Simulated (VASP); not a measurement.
# Ni (Pm-3m) in VASP: further runs

Ni is run at these levels: r2SCAN+D4; tasks: single point, relaxation of cell and atoms.

All numbers are computed with VASP 6.6.1; they aren't measurements. Logs are shortened: lines on timing, memory, paths and dates and some standing lists are left out, and cuts for length are marked.

**1. The cell of the first run**

Symmetry: Pm-3m, No. 221, cubic system. Conventional cell: a = 2.297 Å, b = 2.297 Å, c = 2.297 Å, α = 90.00°, β = 90.00°, γ = 90.00°. Within 3.0 Å of Ni (site symmetry m-3m) lie 6 Ni at 2.30 Å.

**2. Single point, r2SCAN+D4, collinear spin, ferromagnetic start**

Contents of POSCAR:

```
Ni
1.0
    2.2973156064      0.0000000000      0.0000000000
    0.0000000000      2.2973156064      0.0000000000
    0.0000000000      0.0000000000      2.2973156064
Ni
1
Direct
    0.0000000000      0.0000000000      0.0000000000
```

Contents of INCAR.step1:

```
  PREC = Accurate
  ENCUT = 520
  ISMEAR = -1
  SIGMA = 0.05
  LREAL = F
  LASPH = T
  NELM = 150
  ISPIN = 2
  MAGMOM = 1.5
  LMAXMIX = 4
  NBANDS = 15
  GGA = PE
  ALGO = Normal
  EDIFF = 1E-4
  LWAVE = T
  LCHARG = F
```

Contents of INCAR.step2:

```
  PREC = Accurate
  ENCUT = 520
  EDIFF = 1E-6
  ISMEAR = -1
  SIGMA = 0.05
  LREAL = F
  LASPH = T
  NELM = 150
  ALGO = Normal
  ISIF = 2
  LWAVE = F
  LCHARG = F
  ISPIN = 2
  MAGMOM = 1.5
  LORBIT = 11
  LMAXMIX = 4
  METAGGA = R2SCAN
  LMIXTAU = T
  IVDW = 13
  VDW_S6 = 1.0
  VDW_S8 = 0.6018749
  VDW_A1 = 0.51559235
  VDW_A2 = 5.77342911
  NBANDS = 15
  ISTART = 1
```

Contents of KPOINTS:

```
regular mesh
0
Gamma
  8 8 8
```

Potentials or basis: VASP PAW PBE potentials, release 64 (Ni).

Started as:

```sh
$ cat potpaw_PBE.64/Ni/POTCAR > POTCAR
$ cp INCAR.step1 INCAR
$ mpirun -np 1 vasp_std > vasp.out
$ cp INCAR.step2 INCAR
$ mpirun -np 1 vasp_std > vasp.out
```

OUTCAR:

```text
PREC = Accurate
   ENCUT = 520
   EDIFF = 1E-6
   ISMEAR = -1
   LREAL = F
   LASPH = T
   NELM = 150
   ISIF = 2
   ISPIN = 2
   LORBIT = 11
   METAGGA = R2SCAN
   IVDW = 13
   ISTART = 1

 ion  position               nearest neighbor table
   1  0.000  0.000  0.000-

  LATTYP: Found a simple cubic cell.
 ALAT       =     2.2973156064

  Lattice vectors:

 A1 = (   2.2973156064,   0.0000000000,   0.0000000000)
 A2 = (   0.0000000000,   2.2973156064,   0.0000000000)
 A3 = (   0.0000000000,   0.0000000000,   2.2973156064)

Analysis of symmetry for initial positions (statically):
=====================================================================
 Subroutine PRICEL returns:
 Original cell was already a primitive cell.

 Routine SETGRP: Setting up the symmetry group for a
 simple cubic supercell.

 Subroutine GETGRP returns: Found 48 space group operations
 (whereof 48 operations were pure point group operations)
 out of a pool of 48 trial point group operations.

The static configuration has the point symmetry O_h .

Analysis of symmetry for dynamics (positions and initial velocities):
=====================================================================
 Subroutine PRICEL returns:
 Original cell was already a primitive cell.

 Routine SETGRP: Setting up the symmetry group for a
 simple cubic supercell.

 Subroutine GETGRP returns: Found 48 space group operations
 (whereof 48 operations were pure point group operations)
 out of a pool of 48 trial point group operations.

The dynamic configuration has the point symmetry O_h .

Analysis of structural, dynamic, and magnetic symmetry:
=====================================================================
 Subroutine PRICEL returns:
 Original cell was already a primitive cell.

 Routine SETGRP: Setting up the symmetry group for a
 simple cubic supercell.

 Subroutine GETGRP returns: Found 48 space group operations
 (whereof 48 operations were pure point group operations)
 out of a pool of 48 trial point group operations.

The overall configuration has the point symmetry O_h .

 Subroutine INISYM returns: Found 48 space group operations
 (whereof 48 operations are pure point group operations),
 and found     1 'primitive' translations

----------------------------------------------------------------------------------------

                                     Primitive cell

  volume of cell :      12.1244

  direct lattice vectors                    reciprocal lattice vectors
     2.297315606  0.000000000  0.000000000     0.435290648  0.000000000  0.000000000
     0.000000000  2.297315606  0.000000000     0.000000000  0.435290648  0.000000000
     0.000000000  0.000000000  2.297315606     0.000000000  0.000000000  0.435290648

  length of vectors
     2.297315606  2.297315606  2.297315606     0.435290648  0.435290648  0.435290648

  position of ions in fractional coordinates (direct lattice)
     0.000000000  0.000000000  0.000000000

  ion indices of the primitive-cell ions
   primitive index   ion index
                 1           1

----------------------------------------------------------------------------------------

 KPOINTS: regular mesh

Automatic generation of k-mesh.
 Grid dimensions read from file:
 generate k-points for:    8    8    8

 Generating k-lattice:

  Cartesian coordinates                     Fractional coordinates (reciprocal lattice)
     0.054411331  0.000000000  0.000000000     0.125000000  0.000000000  0.000000000
     0.000000000  0.054411331  0.000000000     0.000000000  0.125000000  0.000000000
     0.000000000  0.000000000  0.054411331     0.000000000  0.000000000  0.125000000

  Length of vectors
     0.054411331  0.054411331  0.054411331

  Shift w.r.t. Gamma in fractional coordinates (k-lattice)
     0.000000000  0.000000000  0.000000000

 Subroutine IBZKPT returns following result:
 ===========================================

 Found     35 irreducible k-points:

 Following reciprocal coordinates:
            Coordinates               Weight
  0.000000  0.000000  0.000000      1.000000
  0.125000  0.000000  0.000000      6.000000
  0.250000  0.000000  0.000000      6.000000
  0.375000  0.000000  0.000000      6.000000
  0.500000  0.000000  0.000000      3.000000
  0.125000  0.125000  0.000000     12.000000
[... 16 lines left out ...]
  0.375000  0.375000  0.125000     24.000000
  0.500000  0.375000  0.125000     24.000000
 [... further k-points ...]
   k-points           NKPTS =     35   k-points in BZ     NKDIM =     35   number of bands    NBANDS=     15
   number of dos      NEDOS =    301   number of ions     NIONS =      1
   total plane-waves  NPLWV =   5832
   dimension x,y,z NGX =    18 NGY =   18 NGZ =   18
   dimension x,y,z NGXF=    36 NGYF=   36 NGZF=   36
   ions per type =               1
   NGX,Y,Z   is equivalent  to a cutoff of  13.03, 13.03, 13.03 a.u.
   NGXF,Y,Z  is equivalent  to a cutoff of  26.05, 26.05, 26.05 a.u.
 SYSTEM =  unknown system
[... 82 lines left out ...]
      3       3.8458      1.00000
      4       6.9579      1.00000
      5       6.9579      1.00000
      6       7.1429      1.00000
      7      24.0436      0.00000
      8      29.2345      0.00000
      9      29.2345      0.00000
     10      32.3469      0.00000
     11      34.7012      0.00000
     12      40.1921      0.00000
     13      48.1834      0.00000
     14      50.2892      0.00000
     15      50.2892      0.00000
[... 365 lines left out ...]
      3       5.9079      1.00000
      4       5.9217      1.00000
      5       6.8791      1.00000
      6      10.0682      0.00000
      7      15.9258      0.00000
      8      20.3852      0.00000
      9      25.6428      0.00000
     10      32.2651      0.00000
     11      37.8812      0.00000
     12      40.5190      0.00000
     13      44.3443      0.00000
     14      48.9360      0.00000
     15      50.7735      0.00000

 k-point    24 :       0.5000    0.3750    0.1250
  band No.  band energies     occupation
      1       3.4491      1.00000
      2       4.8144      1.00000
      3       5.7752      1.00000
      4       5.9593      1.00000
      5       7.2463      1.00000
      6      12.8466      0.00000
      7      13.2343      0.00000
      8      21.8528      0.00000
      9      22.2681      0.00000
     10      34.2211      0.00000
     11      36.0506      0.00000
     12      40.5876      0.00000
     13      44.9515      0.00000
     14      48.0722      0.00000
     15      49.6873      0.00000

 [... further k-points ...]

 spin component 2

 k-point     1 :       0.0000    0.0000    0.0000
  band No.  band energies     occupation
      1      -0.6947      1.00000
      2       4.6730      1.00000
      3       4.6730      1.00000
      4       8.2652      0.00174
      5       8.2652      0.00174
      6       8.2652      0.00174
      7      28.7730      0.00000
      8      28.7730      0.00000
      9      28.7730      0.00000
     10      32.5055      0.00000
     11      32.5055      0.00000
     12      37.3997      0.00000
     13      52.0651      0.00000
     14      52.0651      0.00000
     15      52.0651      0.00000

 k-point     2 :       0.1250    0.0000    0.0000
  band No.  band energies     occupation
      1      -0.2048      1.00000
      2       4.7456      1.00000
      3       4.8902      1.00000
      4       8.0796      0.06643
      5       8.0796      0.06643
      6       8.2800      0.00129
      7      24.2768      0.00000
      8      29.4363      0.00000
      9      29.4363      0.00000
     10      32.6094      0.00000
     11      34.9183      0.00000
     12      40.3870      0.00000
     13      48.4904      0.00000
     14      50.6410      0.00000
     15      50.6410      0.00000
[... 365 lines left out ...]
      3       6.9257      1.00000
      4       6.9289      1.00000
      5       8.1048      0.04123
      6      10.4285      0.00000
      7      16.1640      0.00000
      8      20.7384      0.00000
      9      25.9238      0.00000
     10      32.4409      0.00000
     11      38.1067      0.00000
     12      40.7404      0.00000
     13      44.6295      0.00000
     14      49.6644      0.00000
     15      51.1116      0.00000

 k-point    24 :       0.5000    0.3750    0.1250
  band No.  band energies     occupation
      1       4.1562      1.00000
      2       5.8591      1.00000
      3       6.7711      1.00000
      4       6.9750      1.00000
      5       8.4921      0.00002
      6      13.0357      0.00000
      7      13.5659      0.00000
      8      22.0763      0.00000
      9      22.6741      0.00000
     10      34.3504      0.00000
     11      36.3161      0.00000
     12      40.7425      0.00000
     13      45.4631      0.00000
     14      48.2852      0.00000
     15      50.4458      0.00000

 [... further k-points ...]

------------------------ aborting loop because EDIFF is reached ----------------------------------------

  DFT-D4 for vdW energy calculation

  Edisp (eV):   -0.15451

  FORCE on cell =-STRESS in cart. coord.  units (eV):
  Direction    XX          YY          ZZ          XY          YZ          ZX
  --------------------------------------------------------------------------------------
  -------------------------------------------------------------------------------------
  Total       0.02018     0.02018     0.02018    -0.00000     0.00000    -0.00000
  in kB       2.66699     2.66699     2.66699    -0.00000     0.00000    -0.00000
  external pressure =        2.67 kB  Pullay stress =        0.00 kB

 VOLUME and BASIS-vectors are now :
 -----------------------------------------------------------------------------
  energy-cutoff  :      520.00
  volume of cell :       12.12
      direct lattice vectors                 reciprocal lattice vectors
     2.297315606  0.000000000  0.000000000     0.435290648  0.000000000  0.000000000
     0.000000000  2.297315606  0.000000000     0.000000000  0.435290648  0.000000000
     0.000000000  0.000000000  2.297315606     0.000000000  0.000000000  0.435290648

 POSITION                                       TOTAL-FORCE (eV/Angst)
 -----------------------------------------------------------------------------------
      0.00000      0.00000      0.00000         0.000000      0.000000      0.000000
 -----------------------------------------------------------------------------------
    total drift:                               -0.000000      0.000000      0.000000

  FREE ENERGIE OF THE ION-ELECTRON SYSTEM (eV)
  ---------------------------------------------------
  free  energy   TOTEN  =       -11.3395109491 eV

  energy  without entropy=      -11.3275328286  energy(sigma->0) =      -11.33352189

 total charge

# of ion       s       p       d       tot
------------------------------------------
    1        0.541   0.420   8.389   9.350

 magnetization (x)

# of ion       s       p       d       tot
------------------------------------------
    1       -0.005  -0.002   0.807   0.800
```

Wall time 25 s (1 thread of Intel Xeon 6975P-C (Granite Rapids), shared host); peak memory 0.13 GiB.

Results:

| Quantity | Value |
| --- | --- |
| Free energy | -11.3395 eV |
| Pressure | 0.3 GPa |
| Net moment | 0.79 μB per cell |
| Site moments | Ni +0.80 μB |
| Valence electrons inside the program's atomic spheres | Ni 9.35 |
| Dispersion energy per atom | -0.155 eV |

Levels at points of the mesh, in eV from the Fermi level:
Spin up:
| k point | band 1 | band 2 | band 3 | band 4 | band 5 | band 6 | band 7 | band 8 | band 9 | band 10 |
| --- | --- | --- | --- | --- | --- | --- | --- | --- | --- | --- |
| (0.00, 0.00, 0.00) | -8.60 | -4.32 | -4.32 | -0.82 | -0.82 | -0.82 | 20.64 | 20.64 | 20.64 | 24.27 |
| (0.50, 0.00, 0.00) | -4.48 | -3.87 | -1.91 | -1.91 | -1.26 | -0.72 | 3.60 | 25.70 | 28.28 | 28.46 |
| (0.50, 0.50, 0.00) | -4.84 | -3.46 | -1.69 | -1.69 | -0.10 | 5.40 | 5.40 | 11.71 | 11.97 | 32.80 |
| (0.50, 0.50, 0.50) | -3.89 | -3.89 | -3.89 | -0.04 | -0.04 | 12.48 | 12.48 | 12.48 | 14.65 | 17.76 |
Spin down:
| k point | band 1 | band 2 | band 3 | band 4 | band 5 | band 6 | band 7 | band 8 | band 9 |
| --- | --- | --- | --- | --- | --- | --- | --- | --- | --- |
| (0.00, 0.00, 0.00) | -8.64 | -3.27 | -3.27 | 0.32 | 0.32 | 0.32 | 20.83 | 20.83 | 20.83 |
| (0.50, 0.00, 0.00) | -3.89 | -2.76 | -1.33 | -0.85 | -0.85 | 0.42 | 4.44 | 25.70 | 28.40 |
| (0.50, 0.50, 0.00) | -4.14 | -2.41 | -0.61 | -0.61 | 1.28 | 5.43 | 5.43 | 12.04 | 12.49 |
| (0.50, 0.50, 0.50) | -3.05 | -3.05 | -3.05 | 1.35 | 1.35 | 12.65 | 12.65 | 12.65 | 14.58 |

Caveat: the PAW data sets were made with another functional, which shifts forces and pressure a little; pairwise dispersion overbinds metals, which lowers pressure and volume.

**3. Relaxation of cell and atoms, r2SCAN+D4, collinear spin, ferromagnetic start**

This run uses another cell than the first one, of 12.01 Å³/atom, 0.990 times its volume.

Contents of POSCAR:

```
Ni
1.0
    2.2900000000      0.0000000000      0.0000000000
    0.0000000000      2.2900000000      0.0000000000
    0.0000000000      0.0000000000      2.2900000000
Ni
1
Direct
    0.0000000000      0.0000000000      0.0000000000
```

Contents of INCAR.step1:

```
SYSTEM = Ni
PREC     = Accurate       ! precision mode
ENCUT    = 600            ! plane-wave cutoff, eV
ISMEAR   = -1             ! smearing method
SIGMA    = 0.05           ! smearing width, eV
LREAL    = .False.        ! projectors in reciprocal space
LASPH    = .True.         ! aspherical terms in the spheres
NELM     = 150            ! most SCF steps
ISPIN    = 2              ! spin polarisation
MAGMOM   = 1.5            ! initial moments
LMAXMIX  = 4              ! l up to which the mixer works
GGA      = PE             ! functional
ALGO     = Normal         ! electronic algorithm
EDIFF    = 1E-4           ! SCF threshold, eV
LWAVE    = .True.         ! write WAVECAR
LCHARG   = .False.        ! write CHGCAR
```

Contents of INCAR.step2:

```
SYSTEM = Ni
PREC     = Accurate       ! precision mode
ENCUT    = 600            ! plane-wave cutoff, eV
EDIFF    = 1E-6           ! SCF threshold, eV
ISMEAR   = -1             ! smearing method
SIGMA    = 0.05           ! smearing width, eV
LREAL    = .False.        ! projectors in reciprocal space
LASPH    = .True.         ! aspherical terms in the spheres
NELM     = 150            ! most SCF steps
ALGO     = Normal         ! electronic algorithm
ISIF     = 3              ! what is computed and relaxed
LWAVE    = .False.        ! write WAVECAR
LCHARG   = .False.        ! write CHGCAR
ISPIN    = 2              ! spin polarisation
MAGMOM   = 1.5            ! initial moments
LORBIT   = 11             ! projections on sites
LMAXMIX  = 4              ! l up to which the mixer works
METAGGA  = R2SCAN         ! meta-GGA
LMIXTAU  = .True.       
IVDW     = 13             ! dispersion correction
VDW_S6   = 1.0          
VDW_S8   = 0.6018749    
VDW_A1   = 0.51559235   
VDW_A2   = 5.77342911   
IBRION   = 2              ! ionic algorithm
NSW      = 80             ! ionic steps
EDIFFG   = -0.02          ! ionic threshold
ISTART   = 1
```

Contents of KPOINTS:

```
Automatic mesh
0
Gamma
  8 8 8
  0 0 0
```

Potentials or basis: VASP PAW PBE potentials, release 64 (Ni).

Started as:

```sh
$ cat potpaw_PBE.64/Ni/POTCAR > POTCAR
$ cp INCAR.step1 INCAR
$ mpirun -np 1 vasp_std > vasp.out
$ cp INCAR.step2 INCAR
$ mpirun -np 1 vasp_std > vasp.out
```

Run time: 48 s. Hardware: 1 thread of Intel Xeon 6975P-C (Granite Rapids), shared host; peak memory 0.13 GiB.

Results (log left out):

* Free energy: -11.3394 eV
* Relaxed volume: 12.14 Å³/atom
* Relaxed cell: a = 2.298 Å, b = 2.298 Å, c = 2.298 Å, α = 90.00°, β = 90.00°, γ = 90.00°
* Space group after relaxing (to 0.05 Å): Pm-3m (No. 221)
* Energy gained by relaxing: 0.7 meV/atom
* Ionic steps: 3
* Pressure after relaxing: 0.0 GPa
* Net moment: 0.79 μB per cell
* Site moments: Ni +0.80 μB
* Valence electrons inside the program's atomic spheres: Ni 9.35
* Dispersion energy per atom: -0.154 eV

Step by step:
```csv
step,energy change (eV),largest force (eV/Å),pressure (GPa),volume (Å³)
1,0.0000,0.0000,1.60,12.01
2,-0.0004,0.0000,-1.11,12.22
3,-0.0007,0.0000,-0.02,12.14
```

Final structure:
```
CELL_PARAMETERS angstrom
2.29822 0.00000 0.00000
0.00000 2.29822 0.00000
0.00000 0.00000 2.29822
ATOMIC_POSITIONS crystal
Ni 0.00000 0.00000 0.00000
```

Levels at points of the mesh, in eV from the Fermi level:
Spin up:
| k point | band 3 | band 4 | band 5 | band 6 | band 7 | band 8 |
| --- | --- | --- | --- | --- | --- | --- |
| (0.00, 0.00, 0.00) | -4.32 | -0.82 | -0.82 | -0.82 | 20.62 | 20.62 |
| (0.50, 0.00, 0.00) | -1.91 | -1.91 | -1.26 | -0.73 | 3.59 | 25.69 |
| (0.50, 0.50, 0.00) | -1.69 | -1.69 | -0.10 | 5.40 | 5.40 | 11.70 |
| (0.50, 0.50, 0.50) | -3.89 | -0.05 | -0.05 | 12.46 | 12.46 | 12.46 |
Spin down:
| k point | band 1 | band 2 | band 3 | band 4 | band 5 | band 6 | band 7 | band 8 | band 9 |
| --- | --- | --- | --- | --- | --- | --- | --- | --- | --- |
| (0.00, 0.00, 0.00) | -8.64 | -3.27 | -3.27 | 0.32 | 0.32 | 0.32 | 20.81 | 20.81 | 20.81 |
| (0.50, 0.00, 0.00) | -3.89 | -2.76 | -1.33 | -0.85 | -0.85 | 0.42 | 4.43 | 25.69 | 28.39 |
| (0.50, 0.50, 0.00) | -4.14 | -2.41 | -0.61 | -0.61 | 1.28 | 5.43 | 5.43 | 12.03 | 12.48 |
| (0.50, 0.50, 0.50) | -3.04 | -3.04 | -3.04 | 1.34 | 1.34 | 12.64 | 12.64 | 12.64 | 14.57 |

Caveat: the PAW data sets were made with another functional, which shifts forces and pressure a little; pairwise dispersion overbinds metals, which lowers pressure and volume.
